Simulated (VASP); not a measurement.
Input of a VASP 6.6.1 run:

INCAR

```
ALGO = Normal
EDIFF = 1E-6
ENCUT = 520
GGA = PE
ISIF = 2
ISMEAR = 0
LASPH = True
LCHARG = False
LREAL = False
LWAVE = False
NBANDS = 19
NELM = 80
PREC = Accurate
SIGMA = 0.05
```

Contents of KPOINTS:

```
k-points
0
Gamma
  8 8 8
```

POSCAR

```
SrCl2
1.0
    0.0000000000      3.6009078849      3.6009078849
    3.6009078849      0.0000000000      3.6009078849
    3.6009078849      3.6009078849      0.0000000000
Sr Cl
1 2
Direct
    0.0000000000      0.0000000000      0.0000000000
    0.2500000000      0.2500000000      0.2500000000
    0.7500000000      0.7500000000      0.7500000000
```

Potentials or basis: VASP PAW PBE potentials, release 64 (Sr_sv, Cl).

Launch:

```bash
$ cat potpaw_PBE.64/Sr_sv/POTCAR potpaw_PBE.64/Cl/POTCAR > POTCAR
$ mpirun -np 1 vasp_std > vasp.out
```

**Question.** What does it give for the band gap on the k mesh?

**Answer.** 4.98 eV, indirect (least direct gap 5.28 eV).

**Question.** What does it give for the pressure?

**Answer.** -1.9 GPa.

 A k mesh can miss the band edges.
